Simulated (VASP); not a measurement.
# CdS (Pm-3m) in VASP: settings compared

CdS is run at these levels: PBE, LDA, HSE06; tasks: single point.

Everything below comes from runs of VASP 6.6.1. Logs are shortened: lines on timing, memory, paths and dates and some standing lists are left out, and cuts for length are marked.

### Step 1. The cell of the first run

Symmetry: Pm-3m, No. 221, cubic system. The conventional cell has a = 3.387 Å, b = 3.387 Å, c = 3.387 Å, α = 90.00°, β = 90.00°, γ = 90.00°. Within 3.9 Å of Cd (site symmetry m-3m) lie 8 S at 2.93 Å and 6 Cd at 3.39 Å. Within 3.9 Å of S (site symmetry m-3m) lie 8 Cd at 2.93 Å and 6 S at 3.39 Å.

### Step 2. Single point, PBE

Contents of INCAR:

```
SYSTEM = CdS
PREC     = Accurate       ! precision mode
ENCUT    = 520            ! plane-wave cutoff, eV
EDIFF    = 1E-6           ! SCF threshold, eV
ISMEAR   = -1             ! smearing method
SIGMA    = 0.02           ! smearing width, eV
LREAL    = .False.        ! projectors in reciprocal space
LASPH    = .True.         ! aspherical terms in the spheres
NELM     = 80             ! most SCF steps
ALGO     = Normal         ! electronic algorithm
ISIF     = 2              ! what is computed and relaxed
LWAVE    = .False.        ! write WAVECAR
LCHARG   = .False.        ! write CHGCAR
GGA      = PE             ! functional
NBANDS   = 16             ! bands
```

Contents of KPOINTS:

```
regular mesh
0
Gamma
  6 6 6
  0 0 0
```

Contents of POSCAR:

```
CdS
1.0
    3.3869086140      0.0000000000      0.0000000000
    0.0000000000      3.3869086140      0.0000000000
    0.0000000000      0.0000000000      3.3869086140
Cd S
1 1
Direct
    0.0000000000      0.0000000000      0.0000000000
    0.5000000000      0.5000000000      0.5000000000
```

Potentials or basis: VASP PAW PBE potentials, release 64 (Cd, S).

Launch:

```bash
$ cat potpaw_PBE.64/Cd/POTCAR potpaw_PBE.64/S/POTCAR > POTCAR
$ mpirun -np 1 vasp_std > vasp.out
```

OUTCAR:

```text
SYSTEM = CdS
   PREC = Accurate
   ENCUT = 520
   EDIFF = 1E-6
   ISMEAR = -1
   LREAL = .False.
   LASPH = .True.
   NELM = 80
   ISIF = 2
   GGA = PE

 ion  position               nearest neighbor table
   1  0.000  0.000  0.000-   2 2.93   2 2.93   2 2.93   2 2.93   2 2.93   2 2.93   2 2.93   2 2.93

   2  0.500  0.500  0.500-   1 2.93   1 2.93   1 2.93   1 2.93   1 2.93   1 2.93   1 2.93   1 2.93

  LATTYP: Found a simple cubic cell.
 ALAT       =     3.3869086140

  Lattice vectors:

 A1 = (   3.3869086140,   0.0000000000,   0.0000000000)
 A2 = (   0.0000000000,   3.3869086140,   0.0000000000)
 A3 = (   0.0000000000,   0.0000000000,   3.3869086140)

Analysis of symmetry for initial positions (statically):
=====================================================================
 Subroutine PRICEL returns:
 Original cell was already a primitive cell.

 Routine SETGRP: Setting up the symmetry group for a
 simple cubic supercell.

 Subroutine GETGRP returns: Found 48 space group operations
 (whereof 48 operations were pure point group operations)
 out of a pool of 48 trial point group operations.

The static configuration has the point symmetry O_h .

Analysis of symmetry for dynamics (positions and initial velocities):
=====================================================================
 Subroutine PRICEL returns:
 Original cell was already a primitive cell.

 Routine SETGRP: Setting up the symmetry group for a
 simple cubic supercell.

 Subroutine GETGRP returns: Found 48 space group operations
 (whereof 48 operations were pure point group operations)
 out of a pool of 48 trial point group operations.

The dynamic configuration has the point symmetry O_h .

 Subroutine INISYM returns: Found 48 space group operations
 (whereof 48 operations are pure point group operations),
 and found     1 'primitive' translations

----------------------------------------------------------------------------------------

                                     Primitive cell

  volume of cell :      38.8517

  direct lattice vectors                    reciprocal lattice vectors
     3.386908614  0.000000000  0.000000000     0.295254497  0.000000000  0.000000000
     0.000000000  3.386908614  0.000000000     0.000000000  0.295254497  0.000000000
     0.000000000  0.000000000  3.386908614     0.000000000  0.000000000  0.295254497

  length of vectors
     3.386908614  3.386908614  3.386908614     0.295254497  0.295254497  0.295254497

  position of ions in fractional coordinates (direct lattice)
     0.000000000  0.000000000  0.000000000
     0.500000000  0.500000000  0.500000000

  ion indices of the primitive-cell ions
   primitive index   ion index
                 1           1
                 2           2

----------------------------------------------------------------------------------------

 KPOINTS: regular mesh

Automatic generation of k-mesh.
 Grid dimensions read from file:
 generate k-points for:    6    6    6

 Generating k-lattice:

  Cartesian coordinates                     Fractional coordinates (reciprocal lattice)
     0.049209083  0.000000000  0.000000000     0.166666667  0.000000000  0.000000000
     0.000000000  0.049209083  0.000000000     0.000000000  0.166666667  0.000000000
     0.000000000  0.000000000  0.049209083     0.000000000  0.000000000  0.166666667

  Length of vectors
     0.049209083  0.049209083  0.049209083

  Shift w.r.t. Gamma in fractional coordinates (k-lattice)
     0.000000000  0.000000000  0.000000000

 Subroutine IBZKPT returns following result:
 ===========================================

 Found     20 irreducible k-points:

 Following reciprocal coordinates:
            Coordinates               Weight
  0.000000  0.000000  0.000000      1.000000
  0.166667  0.000000  0.000000      6.000000
  0.333333  0.000000  0.000000      6.000000
  0.500000  0.000000  0.000000      3.000000
  0.166667  0.166667  0.000000     12.000000
  0.333333  0.166667  0.000000     24.000000
[... 12 lines left out ...]
  0.500000  0.500000  0.333333      6.000000
  0.500000  0.500000  0.500000      1.000000
   k-points           NKPTS =     20   k-points in BZ     NKDIM =     20   number of bands    NBANDS=     16
   number of dos      NEDOS =    301   number of ions     NIONS =      2
   total plane-waves  NPLWV =  21952
   dimension x,y,z NGX =    28 NGY =   28 NGZ =   28
   dimension x,y,z NGXF=    56 NGYF=   56 NGZF=   56
   ions per type =               1   1
   NGX,Y,Z   is equivalent  to a cutoff of  13.74, 13.74, 13.74 a.u.
   NGXF,Y,Z  is equivalent  to a cutoff of  27.49, 27.49, 27.49 a.u.
 SYSTEM =  CdS
   PREC   = accura    normal or accurate (medium, high low for compatibility)
   ISTART =      0    job   : 0-new  1-cont  2-samecut
   ICHARG =      2    charge: 1-file 2-atom 10-const
   ISPIN  =      1    spin polarized calculation?
   LNONCOLLINEAR =      F non collinear calculations
   LSORBIT =      F    spin-orbit coupling
   LASPH  =      T    aspherical Exc in radial PAW
   ENCUT  =  520.0 eV  38.22 Ry    6.18 a.u.   6.30  6.30  6.30*2*pi/ulx,y,z
   NELM   =     80;   NELMIN=  2; NELMDL= -5     # of ELM steps
   EDIFF  = 0.1E-05   stopping-criterion for ELM
   LREAL  =      F    real-space projection
   EDIFFG = 0.1E-04   stopping-criterion for IOM
   NSW    =      0    number of steps for IOM
   IBRION =     -1    ionic relax: 0-MD 1-quasi-New 2-CG
   NFREE  =      0    steps in history (QN), initial steepest desc. (CG)
   ISIF   =      2    stress and relaxation
   ISYM   =      2    0-nonsym 1-usesym 2-fastsym
   POTIM  = 0.5000    time-step for ionic-motion
   TEBEG  =    0.0;   TEEND  =   0.0 temperature during run
   PSTRESS=    0.0 pullay stress
   NELECT =      18.0000    total number of electrons
   NUPDOWN=      -1.0000    fix difference up-down
   EMIN   =  10.00;   EMAX   =-10.00  energy-range for DOS
   EFERMI =   0.00;   METHOD = LEGACY
   ISMEAR =    -1;   SIGMA  =   0.02  broadening in eV -4-tet -1-fermi 0-gaus
   EFERMI_NEDOS =   21; number of points for ismear=-14 and -15
   IALGO  =     38    algorithm
   IMIX   =      4    mixing-type and parameters
     AMIX     =   0.40;   BMIX     =  1.00
     AMIX_MAG =   1.60;   BMIX_MAG =  1.00
  volume/ion in A,a.u.               =      19.43       131.09
  Fermi-wavevector in a.u.,A,eV,Ry     =   1.266763  2.393836 21.833128  1.604690
  Thomas-Fermi vector in A             =   2.399947
   LORBIT       =      0    0 simple, 1 ext, 2 COOP (PROOUT), +10 PAW based schemes
   GGA     = PE    functional components
   LHFCALC =     F    Hartree Fock is set to
   AEXX    =    0.0000 exact exchange contribution
   IVDW    =     0    specifies the selected vdW correction
   LEPSILON=     F    determine dielectric tensor
   LRPA    =     F    only Hartree local field effects (RPA)
 non-spin polarized calculation
  energy-cutoff  :      520.00
  volume of cell :       38.85
 maximum number of plane-waves:      1068
 NGX is ok and might be reduce to    28
   NGX = 13   NGY = 13   NGZ = 13

 number of electron      17.9999993 magnetization

 Free energy of the ion-electron system (eV)
  ---------------------------------------------------
  ext. energy  EPLUGINS =         0.00000000
  ---------------------------------------------------
  free energy    TOTEN  =        -4.86128578 eV

  energy without entropy =       -4.85767347  energy(sigma->0) =       -4.85947962

 E-fermi :   4.1132     XC(G=0): -10.8073

 val. band max:        4.1050896662   @ k =   0.5000   0.3333   0.0000
 cond. band min:       4.1138815974   @ k =   0.5000   0.5000   0.0000
 fundamental gap:      0.0087919312
 Fermi energy:         4.1131750316

 k-point     1 :       0.0000    0.0000    0.0000
  band No.  band energies     occupation
      1      -9.4087      2.00000
      2      -4.8044      2.00000
      3      -4.8044      2.00000
      4      -4.2078      2.00000
      5      -4.2078      2.00000
      6      -4.2078      2.00000
[... 8 lines left out ...]
     15      15.8026      0.00000
     16      18.5505      0.00000

 k-point     2 :       0.1667    0.0000    0.0000
  band No.  band energies     occupation
      1      -9.1856      2.00000
      2      -4.7875      2.00000
      3      -4.7242      2.00000
      4      -4.2801      2.00000
      5      -4.2801      2.00000
      6      -4.2011      2.00000
[... 8 lines left out ...]
     15      15.0631      0.00000
     16      18.5385      0.00000

 k-point     3 :       0.3333    0.0000    0.0000
  band No.  band energies     occupation
      1      -8.6471      2.00000
      2      -4.7534      2.00000
      3      -4.6272      2.00000
      4      -4.4173      2.00000
      5      -4.4173      2.00000
      6      -4.1877      2.00000
[... 8 lines left out ...]
     15      17.1103      0.00000
     16      17.2131      0.00000

 k-point     4 :       0.5000    0.0000    0.0000
  band No.  band energies     occupation
      1      -8.3026      2.00000
      2      -4.7363      2.00000
      3      -4.6618      2.00000
      4      -4.4826      2.00000
      5      -4.4826      2.00000
      6      -4.1810      2.00000
[... 8 lines left out ...]
     15      16.3474      0.00000
     16      18.5005      0.00000
[... 248 lines left out ...]
 k-point    18 :       0.5000    0.3333    0.3333
  band No.  band energies     occupation
      1      -7.4700      2.00000
      2      -4.8136      2.00000
      3      -4.7151      2.00000
      4      -4.2650      2.00000
      5      -4.2155      2.00000
      6      -4.0912      2.00000
[... 8 lines left out ...]
     15      17.4809      0.00000
     16      19.4295      0.00000

 k-point    19 :       0.5000    0.5000    0.3333
  band No.  band energies     occupation
      1      -7.2262      2.00000
      2      -4.8135      2.00000
      3      -4.8135      2.00000
      4      -4.5338      2.00000
      5      -4.1510      2.00000
      6      -4.0035      2.00000
[... 8 lines left out ...]
     15      20.2491      0.00000
     16      20.2491      0.00000

 k-point    20 :       0.5000    0.5000    0.5000
  band No.  band energies     occupation
      1      -6.8440      2.00000
      2      -4.9303      2.00000
      3      -4.9303      2.00000
      4      -4.9303      2.00000
      5      -4.0008      2.00000
      6      -4.0008      2.00000
[... 8 lines left out ...]
     15      21.4733      0.00000
     16      21.4733      0.00000

------------------------ aborting loop because EDIFF is reached ----------------------------------------

  FORCE on cell =-STRESS in cart. coord.  units (eV):
  Direction    XX          YY          ZZ          XY          YZ          ZX
  --------------------------------------------------------------------------------------
  -------------------------------------------------------------------------------------
  Total        0.4910292      0.4910292      0.4910292      0.0000000     -0.0000000      0.0000000
  in kB       20.2491821     20.2491821     20.2491821      0.0000000     -0.0000000      0.0000000
  external PRESSURE =      20.2491821 kB  Pullay stress =       0.0000000 kB

 VOLUME and BASIS-vectors are now :
 -----------------------------------------------------------------------------
  energy-cutoff  :      520.00
  volume of cell :       38.85
      direct lattice vectors                 reciprocal lattice vectors
     3.386908614  0.000000000  0.000000000     0.295254497  0.000000000  0.000000000
     0.000000000  3.386908614  0.000000000     0.000000000  0.295254497  0.000000000
     0.000000000  0.000000000  3.386908614     0.000000000  0.000000000  0.295254497

 POSITION                                       TOTAL-FORCE (eV/Angst)
 -----------------------------------------------------------------------------------
      0.00000      0.00000      0.00000         0.000000      0.000000      0.000000
      1.69345      1.69345      1.69345         0.000000      0.000000      0.000000
 -----------------------------------------------------------------------------------
    total drift:                               -0.000000      0.000000      0.000000

  FREE ENERGIE OF THE ION-ELECTRON SYSTEM (eV)
  ---------------------------------------------------
  free  energy   TOTEN  =        -4.8612857766 eV

  energy  without entropy=       -4.8576734657  energy(sigma->0) =       -4.85947962
```

Run time: 12 s. Hardware: 1 thread of Intel Xeon 6975P-C, shared host; peak memory 0.16 GiB.

Results:

| Property | Result |
| --- | --- |
| Free energy | -4.8613 eV |
| Pressure | 2.0 GPa |
| Band gap on the k mesh | zero (band 9 reaches 4.11 eV, above the bottom of band 10 at 3.07 eV) |

Levels at points of the mesh, in eV from the Fermi level:
| k point | band 6 | band 7 | band 8 | band 9 | band 10 | band 11 | band 12 | band 13 |
| --- | --- | --- | --- | --- | --- | --- | --- | --- |
| (0.00, 0.00, 0.00) | -8.32 | -1.27 | -1.27 | -1.27 | -1.04 | 6.54 | 6.54 | 11.69 |
| (0.50, 0.00, 0.00) | -8.29 | -6.02 | -0.03 | -0.03 | 3.26 | 4.43 | 7.19 | 7.19 |
| (0.50, 0.50, 0.00) | -7.93 | -4.54 | -4.54 | -1.09 | 0.00 | 7.62 | 7.62 | 8.66 |
| (0.50, 0.50, 0.50) | -8.11 | -2.10 | -2.10 | -2.10 | 1.66 | 1.66 | 1.66 | 2.75 |

### Step 3. Single point, PBE

Contents of INCAR:

```
PREC = Accurate
ENCUT = 520
EDIFF = 1E-6
ISMEAR = -1
SIGMA = 0.02
LREAL = False
LASPH = True
NELM = 80
ALGO = Normal
ISIF = 2
LWAVE = False
LCHARG = True
GGA = PE
LELF = True
LVHAR = True
NBANDS = 16
```

Contents of KPOINTS:

```
Automatic mesh
0
Gamma
  6 6 6
```

POSCAR is that of step 2.

Potentials or basis: VASP PAW PBE potentials, release 64 (Cd, S).

Launch:

```bash
$ cat potpaw_PBE.64/Cd/POTCAR potpaw_PBE.64/S/POTCAR > POTCAR
$ mpirun -np 1 vasp_std > vasp.out
```

Run time: 10 s. Hardware: 1 thread of Intel Xeon 6975P-C, shared host; peak memory 0.16 GiB.

Results (log left out):

```
Free energy            : -4.8613 eV
Pressure               : 2.0 GPa
Band gap on the k mesh : zero (band 9 reaches 4.11 eV, above the bottom of band 10 at 3.07 eV)
```

Levels at points of the mesh, in eV from the Fermi level:
```tsv
k point	band 6	band 7	band 8	band 9	band 10	band 11	band 12	band 13
(0.00, 0.00, 0.00)	-8.32	-1.27	-1.27	-1.27	-1.04	6.54	6.54	11.69
(0.50, 0.00, 0.00)	-8.29	-6.02	-0.03	-0.03	3.26	4.43	7.19	7.19
(0.50, 0.50, 0.00)	-7.93	-4.54	-4.54	-1.09	0.00	7.62	7.62	8.66
(0.50, 0.50, 0.50)	-8.11	-2.10	-2.10	-2.10	1.66	1.66	1.66	2.75
```

### Step 4. Single point, PBE

Contents of INCAR:

```
ALGO     = Normal         # electronic algorithm
EDIFF    = 1E-6           # SCF threshold, eV
ENCUT    = 520            # plane-wave cutoff, eV
GGA      = PE             # functional
ISIF     = 2              # what is computed and relaxed
ISMEAR   = 0              # smearing method
LASPH    = True           # aspherical terms in the spheres
LCHARG   = False          # write CHGCAR
LREAL    = False          # projectors in reciprocal space
LWAVE    = False          # write WAVECAR
NBANDS   = 16             # bands
NELM     = 100            # most SCF steps
PREC     = Accurate       # precision mode
SIGMA    = 0.001          # smearing width, eV
```

Contents of KPOINTS:

```
k-points
0
Gamma
  6 6 6
```

POSCAR is that of step 3.

Launch:

```bash
$ cat potpaw_PBE.64/Cd/POTCAR potpaw_PBE.64/S/POTCAR > POTCAR
$ mpirun -np 1 vasp_std > vasp.out
```

It took 11 s on 1 thread of Intel Xeon 6975P-C, shared host; peak memory 0.16 GiB.

It converged, with:

- Free energy: -4.8585 eV
- Pressure: 2.1 GPa
- Band gap on the k mesh: zero (band 9 reaches 4.10 eV, above the bottom of band 10 at 3.07 eV)

Levels at points of the mesh, in eV from the Fermi level:
```csv
k point,band 5,band 6,band 7,band 8,band 9,band 10,band 11,band 12,band 13,band 14
"(0.00, 0.00, 0.00)",-8.31,-8.31,-1.26,-1.26,-1.26,-1.03,6.55,6.55,11.70,11.70
"(0.50, 0.00, 0.00)",-8.58,-8.28,-6.01,-0.02,-0.02,3.27,4.44,7.20,7.20,7.23
"(0.50, 0.50, 0.00)",-8.11,-7.92,-4.53,-4.53,-1.07,0.01,7.63,7.63,8.67,11.14
"(0.50, 0.50, 0.50)",-8.10,-8.10,-2.09,-2.09,-2.09,1.67,1.67,1.67,2.76,17.37
```

### Step 5. Single point, LDA

Contents of INCAR:

```
PREC = Accurate
ENCUT = 520
EDIFF = 1E-6
ISMEAR = -1
SIGMA = 0.02
LREAL = F
LASPH = T
NELM = 80
ALGO = Normal
ISIF = 2
LWAVE = F
LCHARG = F
NBANDS = 16
```

Contents of KPOINTS:

```
Automatic mesh
0
Gamma
  6 6 6
```

POSCAR is that of step 4.

Potentials or basis: VASP PAW LDA potentials, release 64 (Cd, S).

Launch:

```bash
$ cat potpaw_LDA.64/Cd/POTCAR potpaw_LDA.64/S/POTCAR > POTCAR
$ mpirun -np 1 vasp_std > vasp.out
```

Wall time 12 s (1 thread of Intel Xeon 6975P-C, shared host); peak memory 0.14 GiB.

The run converged. Its results:

```yaml
Free_energy: -6.1890 eV
Pressure: -4.8 GPa
Band_gap_on_the_k_mesh: zero (band 9 reaches 3.94 eV, above the bottom of band 10 at 2.72 eV)
```

Levels at points of the mesh, in eV from the Fermi level:
| k point | band 7 | band 8 | band 9 | band 10 | band 11 | band 12 |
| --- | --- | --- | --- | --- | --- | --- |
| (0.00, 0.00, 0.00) | -1.29 | -1.29 | -1.29 | -1.22 | 6.50 | 6.50 |
| (0.50, 0.00, 0.00) | -6.09 | -0.02 | -0.02 | 3.08 | 4.27 | 7.03 |
| (0.50, 0.50, 0.00) | -4.60 | -4.60 | -1.28 | 0.00 | 7.44 | 7.44 |
| (0.50, 0.50, 0.50) | -2.09 | -2.09 | -2.09 | 1.50 | 1.50 | 1.50 |

### Step 6. Single point, PBE, collinear spin, ferromagnetic start

Contents of INCAR:

```
  PREC = Accurate
  ENCUT = 520
  EDIFF = 1E-6
  ISMEAR = -1
  SIGMA = 0.02
  LREAL = F
  LASPH = T
  NELM = 150
  ALGO = Normal
  ISIF = 2
  LWAVE = F
  LCHARG = F
  ISPIN = 2
  MAGMOM = 0 0.09
  LORBIT = 11
  GGA = PE
  NBANDS = 20
```

Contents of KPOINTS:

```
regular mesh
0
Gamma
  6 6 6
```

POSCAR is that of step 5.

Potentials or basis: VASP PAW PBE potentials, release 64 (Cd, S).

Launch:

```bash
$ cat potpaw_PBE.64/Cd/POTCAR potpaw_PBE.64/S/POTCAR > POTCAR
$ mpirun -np 1 vasp_std > vasp.out
```

Run time: 28 s. Hardware: 1 thread of Intel Xeon 6975P-C, shared host; peak memory 0.18 GiB.

Results (log left out):

```yaml
Free_energy: -4.8618 eV
Pressure: 2.0 GPa
Net_moment: -0.09 μB per cell
Site_moments: Cd +0.00; S -0.06 μB
Valence_electrons_inside_the_program's_atomic_spheres: Cd 10.15; S 3.69
```

Levels at points of the mesh, in eV from the Fermi level:
Spin up:
| k point | band 5 | band 6 | band 7 | band 8 | band 9 | band 10 | band 11 | band 12 | band 13 | band 14 |
| --- | --- | --- | --- | --- | --- | --- | --- | --- | --- | --- |
| (0.00, 0.00, 0.00) | -8.34 | -8.34 | -1.25 | -1.25 | -1.25 | -1.05 | 6.54 | 6.54 | 11.68 | 11.68 |
| (0.50, 0.00, 0.00) | -8.62 | -8.32 | -6.03 | -0.01 | -0.01 | 3.24 | 4.43 | 7.18 | 7.18 | 7.22 |
| (0.50, 0.50, 0.00) | -8.15 | -7.94 | -4.54 | -4.54 | -1.11 | 0.03 | 7.61 | 7.61 | 8.65 | 11.14 |
| (0.50, 0.50, 0.50) | -8.14 | -8.14 | -2.09 | -2.09 | -2.09 | 1.64 | 1.64 | 1.64 | 2.73 | 17.35 |
Spin down:
```
           k point  band 5  band 6  band 7  band 8  band 9  band 10  band 11  band 12  band 13  band 14
(0.00, 0.00, 0.00)   -8.34   -8.34   -1.33   -1.33   -1.33    -1.07     6.51     6.51    11.66    11.66
(0.50, 0.00, 0.00)   -8.62   -8.32   -6.06   -0.10   -0.10     3.23     4.38     7.16     7.16     7.19
(0.50, 0.50, 0.00)   -8.15   -7.96   -4.59   -4.59   -1.11    -0.07     7.59     7.59     8.62    11.09
(0.50, 0.50, 0.50)   -8.13   -8.13   -2.15   -2.15   -2.15     1.64     1.64     1.64     2.73    17.33
```

(Part 1 of 2 ends here.)
